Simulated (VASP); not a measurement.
# Si2W (I4/mmm) in VASP: a series of runs

The runs below take Si2W through single point, with PBE.

All numbers are computed with VASP 6.6.1; they aren't measurements. Logs are shortened: lines on timing, memory, paths and dates and some standing lists are left out, and cuts for length are marked.

### Step 1. The cell of the first run

It takes space group I4/mmm (No. 139, tetragonal). Conventional cell: a = 3.084 Å, b = 3.084 Å, c = 7.589 Å, α = 90.00°, β = 90.00°, γ = 90.00°. Within 3.3 Å of Si (site symmetry 4mm) lie 9 Si at 2.52 to 3.08 Å and 5 W at 2.52 Å. Within 3.3 Å of W (site symmetry 4/mmm) lie 10 Si at 2.52 Å and 4 W at 3.08 Å.

### Step 2. Single point, PBE (12.03 Å³/atom)

INCAR reads:

```
SYSTEM = Si2W
ALGO = Normal
EDIFF = 1E-6
ENCUT = 520
GGA = PE
ISIF = 2
ISMEAR = 0
LASPH = .True.
LCHARG = .True.
LELF = .True.
LREAL = .False.
LVHAR = .True.
LWAVE = .False.
NBANDS = 18
NELM = 80
PREC = Accurate
SIGMA = 0.1
```

KPOINTS reads:

```
k-points
0
Gamma
  18 18 18
  0 0 0
```

POSCAR reads:

```
Si2W
1.0
   -1.5420485531      1.5420485531      3.7945765863
    1.5420485531     -1.5420485531      3.7945765863
    1.5420485531      1.5420485531     -3.7945765863
Si W
2 1
Direct
    0.3326819724      0.3326819724      0.0000000000
    0.6673180276      0.6673180276      0.0000000000
    0.0000000000      0.0000000000      0.0000000000
```

Potentials or basis: VASP PAW PBE potentials, release 64 (Si, W_sv).

Started as:

```sh
cat potpaw_PBE.64/Si/POTCAR potpaw_PBE.64/W_sv/POTCAR > POTCAR
mpirun -np 1 vasp_std > vasp.out
```

OUTCAR:

```text
SYSTEM = Si2W
   EDIFF = 1E-6
   ENCUT = 520
   GGA = PE
   ISIF = 2
   ISMEAR = 0
   LASPH = .True.
   LREAL = .False.
   NELM = 80
   PREC = Accurate

 ion  position               nearest neighbor table
   1  0.333  0.333  0.000-   2 2.52   2 2.52   2 2.52   2 2.52   3 2.52   3 2.52   3 2.52   3 2.52
                             3 2.52   2 2.54
   2  0.667  0.667  0.000-   1 2.52   1 2.52   1 2.52   1 2.52   3 2.52   3 2.52   3 2.52   3 2.52
                             3 2.52   1 2.54
   3  0.000  0.000  0.000-   2 2.52   1 2.52   2 2.52   1 2.52   2 2.52   1 2.52   1 2.52   2 2.52
                             1 2.52   2 2.52

  LATTYP: Found a body centered tetragonal cell.
 ALAT       =     3.0840971062
 C/A-ratio  =     2.4607374253

  Lattice vectors:

 A1 = (  -1.5420485531,   1.5420485531,   3.7945765863)
 A2 = (   1.5420485531,  -1.5420485531,   3.7945765863)
 A3 = (   1.5420485531,   1.5420485531,  -3.7945765863)

Analysis of symmetry for initial positions (statically):
=====================================================================
 Subroutine PRICEL returns:
 Original cell was already a primitive cell.

 Routine SETGRP: Setting up the symmetry group for a
 body centered tetragonal supercell.

 Subroutine GETGRP returns: Found 16 space group operations
 (whereof 16 operations were pure point group operations)
 out of a pool of 16 trial point group operations.

The static configuration has the point symmetry D_4h.

Analysis of symmetry for dynamics (positions and initial velocities):
=====================================================================
 Subroutine PRICEL returns:
 Original cell was already a primitive cell.

 Routine SETGRP: Setting up the symmetry group for a
 body centered tetragonal supercell.

 Subroutine GETGRP returns: Found 16 space group operations
 (whereof 16 operations were pure point group operations)
 out of a pool of 16 trial point group operations.

The dynamic configuration has the point symmetry D_4h.

 Subroutine INISYM returns: Found 16 space group operations
 (whereof 16 operations are pure point group operations),
 and found     1 'primitive' translations

----------------------------------------------------------------------------------------

                                     Primitive cell

  volume of cell :      36.0927

  direct lattice vectors                    reciprocal lattice vectors
    -1.542048553  1.542048553  3.794576586     0.000000000  0.324244006  0.131767007
     1.542048553 -1.542048553  3.794576586     0.324244006  0.000000000  0.131767007
     1.542048553  1.542048553 -3.794576586     0.324244006  0.324244006  0.000000000

  length of vectors
     4.376601301  4.376601301  4.376601301     0.349995313  0.349995313  0.458550271

  position of ions in fractional coordinates (direct lattice)
     0.332681972  0.332681972  0.000000000
     0.667318028  0.667318028  0.000000000
     0.000000000  0.000000000  0.000000000

  ion indices of the primitive-cell ions
   primitive index   ion index
                 1           1
                 2           2
                 3           3

----------------------------------------------------------------------------------------

 KPOINTS: k-points

Automatic generation of k-mesh.
 Grid dimensions read from file:
 generate k-points for:   18   18   18

 Generating k-lattice:

  Cartesian coordinates                     Fractional coordinates (reciprocal lattice)
     0.000000000  0.018013556  0.007320389     0.055555556 -0.000000000  0.000000000
     0.018013556  0.000000000  0.007320389    -0.000000000  0.055555556  0.000000000
     0.018013556  0.018013556  0.000000000     0.000000000  0.000000000  0.055555556

  Length of vectors
     0.019444184  0.019444184  0.025475015

  Shift w.r.t. Gamma in fractional coordinates (k-lattice)
     0.000000000  0.000000000  0.000000000

 Subroutine IBZKPT returns following result:
 ===========================================

 Found    480 irreducible k-points:

 Following reciprocal coordinates:
            Coordinates               Weight
  0.000000  0.000000  0.000000      1.000000
  0.055556 -0.000000  0.000000      8.000000
  0.111111 -0.000000  0.000000      8.000000
  0.166667 -0.000000  0.000000      8.000000
  0.222222 -0.000000  0.000000      8.000000
  0.277778 -0.000000  0.000000      8.000000
[... 16 lines left out ...]
 -0.277778  0.055556 -0.000000     16.000000
 -0.222222  0.055556 -0.000000     16.000000
 [... further k-points ...]
   k-points           NKPTS =    480   k-points in BZ     NKDIM =    480   number of bands    NBANDS=     18
   number of dos      NEDOS =    301   number of ions     NIONS =      3
   total plane-waves  NPLWV =  46656
   dimension x,y,z NGX =    36 NGY =   36 NGZ =   36
   dimension x,y,z NGXF=    72 NGYF=   72 NGZF=   72
   ions per type =               2   1
   NGX,Y,Z   is equivalent  to a cutoff of  13.67, 13.67, 13.67 a.u.
   NGXF,Y,Z  is equivalent  to a cutoff of  27.35, 27.35, 27.35 a.u.
 SYSTEM =  Si2W
   PREC   = accura    normal or accurate (medium, high low for compatibility)
   ISTART =      0    job   : 0-new  1-cont  2-samecut
   ICHARG =      2    charge: 1-file 2-atom 10-const
   ISPIN  =      1    spin polarized calculation?
   LNONCOLLINEAR =      F non collinear calculations
   LSORBIT =      F    spin-orbit coupling
   LASPH  =      T    aspherical Exc in radial PAW
   ENCUT  =  520.0 eV  38.22 Ry    6.18 a.u.   8.14  8.14  8.14*2*pi/ulx,y,z
   NELM   =     80;   NELMIN=  2; NELMDL= -5     # of ELM steps
   EDIFF  = 0.1E-05   stopping-criterion for ELM
   LREAL  =      F    real-space projection
   EDIFFG = 0.1E-04   stopping-criterion for IOM
   NSW    =      0    number of steps for IOM
   IBRION =     -1    ionic relax: 0-MD 1-quasi-New 2-CG
   NFREE  =      0    steps in history (QN), initial steepest desc. (CG)
   ISIF   =      2    stress and relaxation
   ISYM   =      2    0-nonsym 1-usesym 2-fastsym
   POTIM  = 0.5000    time-step for ionic-motion
   TEBEG  =    0.0;   TEEND  =   0.0 temperature during run
   PSTRESS=    0.0 pullay stress
   NELECT =      22.0000    total number of electrons
   NUPDOWN=      -1.0000    fix difference up-down
   EMIN   =  10.00;   EMAX   =-10.00  energy-range for DOS
   EFERMI =   0.00;   METHOD = LEGACY
   ISMEAR =     0;   SIGMA  =   0.10  broadening in eV -4-tet -1-fermi 0-gaus
   EFERMI_NEDOS =   21; number of points for ismear=-14 and -15
   IALGO  =     38    algorithm
   IMIX   =      4    mixing-type and parameters
     AMIX     =   0.40;   BMIX     =  1.00
     AMIX_MAG =   1.60;   BMIX_MAG =  1.00
  volume/ion in A,a.u.               =      12.03        81.19
  Fermi-wavevector in a.u.,A,eV,Ry     =   1.388063  2.623059 26.214611  1.926720
  Thomas-Fermi vector in A             =   2.512225
   LORBIT       =      0    0 simple, 1 ext, 2 COOP (PROOUT), +10 PAW based schemes
   GGA     = PE    functional components
   LHFCALC =     F    Hartree Fock is set to
   AEXX    =    0.0000 exact exchange contribution
   IVDW    =     0    specifies the selected vdW correction
   LEPSILON=     F    determine dielectric tensor
   LRPA    =     F    only Hartree local field effects (RPA)
 non-spin polarized calculation
 Gauss-broadening in eV      SIGMA  =   0.10
  energy-cutoff  :      520.00
  volume of cell :       36.09
 maximum number of plane-waves:       988
 NGX is ok and might be reduce to    36
   NGX = 17   NGY = 17   NGZ = 17

 number of electron      22.0000000 magnetization

 Free energy of the ion-electron system (eV)
  ---------------------------------------------------
  ext. energy  EPLUGINS =         0.00000000
  ---------------------------------------------------
  free energy    TOTEN  =       -24.30646271 eV

  energy without entropy =      -24.30534422  energy(sigma->0) =      -24.30590346

 E-fermi :  13.6912     XC(G=0): -13.0822

 val. band max:       13.6762302957   @ k =  -0.3889  -0.3889   0.3333
 cond. band min:      13.6985628779   @ k =  -0.4444   0.4444   0.3333
 fundamental gap:      0.0223325823
 Fermi energy:        13.6912100627

 k-point     1 :       0.0000    0.0000    0.0000
  band No.  band energies     occupation
      1     -59.9242      2.00000
      2     -24.3318      2.00000
      3     -24.2099      2.00000
      4     -24.2099      2.00000
      5      -1.4101      2.00000
      6       6.0687      2.00000
[... 10 lines left out ...]
     17      20.0566      0.00000
     18      20.0566      0.00000

 k-point     2 :       0.0556   -0.0000    0.0000
  band No.  band energies     occupation
      1     -59.9238      2.00000
      2     -24.3310      2.00000
      3     -24.2208      2.00000
      4     -24.2089      2.00000
      5      -1.3442      2.00000
      6       6.0883      2.00000
[... 10 lines left out ...]
     17      20.0632      0.00000
     18      20.2823      0.00000

 k-point     3 :       0.1111   -0.0000    0.0000
  band No.  band energies     occupation
      1     -59.9225      2.00000
      2     -24.3287      2.00000
      3     -24.2519      2.00000
      4     -24.2061      2.00000
      5      -1.1480      2.00000
      6       6.1371      2.00000
[... 10 lines left out ...]
     17      20.1427      0.00000
     18      20.8189      0.00000

 k-point     4 :       0.1667   -0.0000    0.0000
  band No.  band energies     occupation
      1     -59.9206      2.00000
      2     -24.3252      2.00000
      3     -24.2991      2.00000
      4     -24.2017      2.00000
      5      -0.8272      2.00000
      6       6.1775      2.00000
[... 375 lines left out ...]
      4     -24.1955      2.00000
      5       0.7426      2.00000
      6       5.4217      2.00000
[... 10 lines left out ...]
     17      21.7292      0.00000
     18      22.7683      0.00000

 k-point    23 :      -0.2778    0.0556   -0.0000
  band No.  band energies     occupation
      1     -59.9154      2.00000
      2     -24.4160      2.00000
      3     -24.3133      2.00000
      4     -24.2010      2.00000
      5       0.1239      2.00000
      6       6.0326      2.00000
[... 10 lines left out ...]
     17      21.7127      0.00000
     18      22.3231      0.00000

 k-point    24 :      -0.2222    0.0556   -0.0000
  band No.  band energies     occupation
      1     -59.9179      2.00000
      2     -24.3556      2.00000
      3     -24.3181      2.00000
      4     -24.2068      2.00000
      5      -0.4017      2.00000
      6       6.3860      2.00000
[... 10 lines left out ...]
     17      20.9005      0.00000
     18      22.4194      0.00000

 [... further k-points ...]

------------------------ aborting loop because EDIFF is reached ----------------------------------------

  FORCE on cell =-STRESS in cart. coord.  units (eV):
  Direction    XX          YY          ZZ          XY          YZ          ZX
  --------------------------------------------------------------------------------------
  -------------------------------------------------------------------------------------
  Total        8.3214541      8.3214541      8.2930756      0.0000000      0.0000000     -0.0000000
  in kB      369.3944734    369.3944734    368.1347360      0.0000000      0.0000000     -0.0000000
  external PRESSURE =     368.9745609 kB  Pullay stress =       0.0000000 kB

 VOLUME and BASIS-vectors are now :
 -----------------------------------------------------------------------------
  energy-cutoff  :      520.00
  volume of cell :       36.09
      direct lattice vectors                 reciprocal lattice vectors
    -1.542048553  1.542048553  3.794576586     0.000000000  0.324244006  0.131767007
     1.542048553 -1.542048553  3.794576586     0.324244006  0.000000000  0.131767007
     1.542048553  1.542048553 -3.794576586     0.324244006  0.324244006  0.000000000

 POSITION                                       TOTAL-FORCE (eV/Angst)
 -----------------------------------------------------------------------------------
      0.00000      0.00000      2.52477        -0.000000     -0.000000     -0.006200
      0.00000      0.00000      5.06438         0.000000      0.000000      0.006200
      0.00000      0.00000      0.00000         0.000000      0.000000      0.000000
 -----------------------------------------------------------------------------------
    total drift:                               -0.000000     -0.000000      0.000000

  FREE ENERGIE OF THE ION-ELECTRON SYSTEM (eV)
  ---------------------------------------------------
  free  energy   TOTEN  =       -24.3064627117 eV

  energy  without entropy=      -24.3053442157  energy(sigma->0) =      -24.30590346
```

Wall time 2.6 min (1 thread of Intel Xeon 6975P-C (Granite Rapids), shared host); peak memory 0.43 GiB.

Results:

- Free energy: -24.3065 eV
- Pressure: 36.9 GPa
- Largest force: 0.006 eV/Å
- Band gap on the k mesh: zero (bands 11 and 12 overlap by 1.60 eV)

Forces in eV/Å, atoms in the order of the input:
```
Si   0.000  0.000 -0.006
Si   0.000  0.000  0.006
W    0.000  0.000  0.000
```

Levels at points of the mesh, in eV from the Fermi level:
| k point | band 9 | band 10 | band 11 | band 12 | band 13 | band 14 |
| --- | --- | --- | --- | --- | --- | --- |
| (0.00, 0.00, 0.00) | -3.19 | -3.19 | 0.81 | 2.40 | 3.50 | 3.59 |
| (0.50, 0.00, 0.00) | -3.25 | -3.04 | -0.58 | 2.96 | 3.30 | 4.15 |
| (0.50, 0.50, 0.00) | -5.53 | -3.81 | -1.67 | 3.09 | 3.60 | 3.77 |
| (0.50, 0.50, 0.50) | -0.82 | -0.82 | -0.59 | -0.59 | 1.03 | 4.77 |

Caveat: the cell stands under pressure; spin-orbit coupling is left out, which moves the levels of the heavy elements.

### Step 3. Single point, PBE (12.44 Å³/atom)

This run uses another cell than the first one, of 12.44 Å³/atom.

INCAR reads:

```
SYSTEM = Si2W
PREC = Accurate
ENCUT = 520
EDIFF = 1E-7
ISMEAR = 0
SIGMA = 0.1
LREAL = .False.
LASPH = .True.
NELM = 80
ALGO = Normal
ISIF = 2
LWAVE = .False.
LCHARG = .True.
GGA = PE
LELF = .True.
LVHAR = .True.
NBANDS = 18
```

KPOINTS reads:

```
regular mesh
0
Gamma
  18 18 18
  0 0 0
```

POSCAR reads:

```
Si2W
1.0
   -1.5607260981      1.5607260981      3.8305819150
    1.5607260981     -1.5607260981      3.8305819150
    1.5607260981      1.5607260981     -3.8305819150
Si W
2 1
Direct
    0.3331851093      0.3331851093      0.0000000000
    0.6668148907      0.6668148907      0.0000000000
    0.0000000000      0.0000000000      0.0000000000
```

Potentials or basis: VASP PAW PBE potentials, release 64 (Si, W_sv).

Started as:

```sh
cat potpaw_PBE.64/Si/POTCAR potpaw_PBE.64/W_sv/POTCAR > POTCAR
mpirun -np 1 vasp_std > vasp.out
```

Run time: 3.1 min. Hardware: 1 thread of Intel Xeon 6975P-C (Granite Rapids), shared host; peak memory 0.43 GiB.

The run converged. Its results:

- Free energy: -24.5448 eV
- Pressure: 25.4 GPa
- Largest force: 0.014 eV/Å
- Band gap on the k mesh: zero (bands 11 and 12 overlap by 1.51 eV)

Forces in eV/Å, atoms in the order of the input:
```
Si   0.000  0.000 -0.014
Si   0.000  0.000  0.014
W    0.000  0.000  0.000
```

Stress tensor (GPa, compression positive):
```
25.45  0.00  0.00
 0.00 25.45  0.00
 0.00  0.00 25.24
```

Levels at points of the mesh, in eV from the Fermi level:
| k point | band 8 | band 9 | band 10 | band 11 | band 12 | band 13 | band 14 | band 15 |
| --- | --- | --- | --- | --- | --- | --- | --- | --- |
| (0.00, 0.00, 0.00) | -3.72 | -3.08 | -3.08 | 0.75 | 2.56 | 3.26 | 3.43 | 3.43 |
| (0.50, 0.00, 0.00) | -5.11 | -3.10 | -2.97 | -0.53 | 2.90 | 3.12 | 4.10 | 5.02 |
| (0.50, 0.50, 0.00) | -5.52 | -5.38 | -3.64 | -1.71 | 2.99 | 3.41 | 3.58 | 4.07 |
| (0.50, 0.50, 0.50) | -2.88 | -0.84 | -0.84 | -0.56 | -0.56 | 0.96 | 4.68 | 5.88 |

Caveat: the cell stands under pressure; spin-orbit coupling is left out, which moves the levels of the heavy elements.

### Step 4. Single point, PBE (15.04 Å³/atom)

This run uses another cell than the first one, of 15.04 Å³/atom.

INCAR reads:

```
ALGO = Normal
EDIFF = 1E-7
ENCUT = 520
GGA = PE
ISIF = 2
ISMEAR = 0
LASPH = True
LCHARG = False
LREAL = False
LWAVE = False
NBANDS = 18
NELM = 100
PREC = Accurate
SIGMA = 0.1
```

KPOINTS reads:

```
k-points
0
Gamma
  18 18 18
```

POSCAR reads:

```
Si2W
1.0
   -1.6697260674      1.6697260674      4.0455630811
    1.6697260674     -1.6697260674      4.0455630811
    1.6697260674      1.6697260674     -4.0455630811
Si W
2 1
Direct
    0.3363712071      0.3363712071      0.0000000000
    0.6636287929      0.6636287929      0.0000000000
    0.0000000000      0.0000000000      0.0000000000
```

Started as:

```sh
cat potpaw_PBE.64/Si/POTCAR potpaw_PBE.64/W_sv/POTCAR > POTCAR
mpirun -np 1 vasp_std > vasp.out
```

It took 3.1 min on 1 thread of Intel Xeon 6975P-C (Granite Rapids), shared host; peak memory 0.48 GiB.

The run converged. Its results:

| Item | Value |
| --- | --- |
| Free energy | -24.5849 eV |
| Pressure | -16.7 GPa |
| Largest force | 0.006 eV/Å |
| Band gap on the k mesh | zero (bands 11 and 12 overlap by 1.03 eV) |

Forces in eV/Å, atoms in the order of the input:
```
Si   0.000  0.000 -0.006
Si   0.000  0.000  0.006
W    0.000  0.000  0.000
```

Stress tensor (GPa, compression positive):
```
-16.63   0.00   0.00
  0.00 -16.63   0.00
  0.00   0.00 -16.75
```

Levels at points of the mesh, in eV from the Fermi level:
```csv
k point,band 7,band 8,band 9,band 10,band 11,band 12,band 13,band 14,band 15,band 16
"(0.00, 0.00, 0.00)",-3.77,-2.81,-2.49,-2.49,0.50,2.20,2.70,2.70,3.40,4.10
"(0.50, 0.00, 0.00)",-5.27,-4.47,-2.52,-2.33,-0.30,2.26,2.67,3.61,3.63,4.97
"(0.50, 0.50, 0.00)",-5.44,-5.43,-4.52,-2.78,-1.73,2.50,2.54,2.62,3.64,4.17
"(0.50, 0.50, 0.50)",-3.24,-2.21,-0.79,-0.79,-0.41,-0.41,0.64,3.72,4.22,6.21
```

Caveat: the cell stands under tension; spin-orbit coupling is left out, which moves the levels of the heavy elements.

### Step 5. Summary

```tsv
cell	gap on the mesh (eV)	pressure (GPa)	largest force (eV/Å)
a = 4.377 Å, angles 138.7, 138.7, 59.8°, 3 atoms, atomic positions A	none	36.9	0.01
a = 4.421 Å, angles 138.7, 138.7, 59.9°, 3 atoms, atomic positions A	none	25.4	0.01
a = 4.684 Å, angles 138.2, 138.2, 60.5°, 3 atoms, atomic positions B	none	-16.7	0.01
```

Alike in all rows: task single point; level PBE; potentials or basis VASP PAW PBE potentials, release 64 (Si, W_sv); no spin polarisation; k mesh 18 × 18 × 18; cutoff (eV) 520; smearing gaussian 0.1 eV.

Caveats: spin-orbit coupling is left out, which moves the levels of the heavy elements; the cell stands under pressure (at least some runs); the cell stands under tension (at least some runs).

Absolute energies hang on the potentials; compare differences alone.
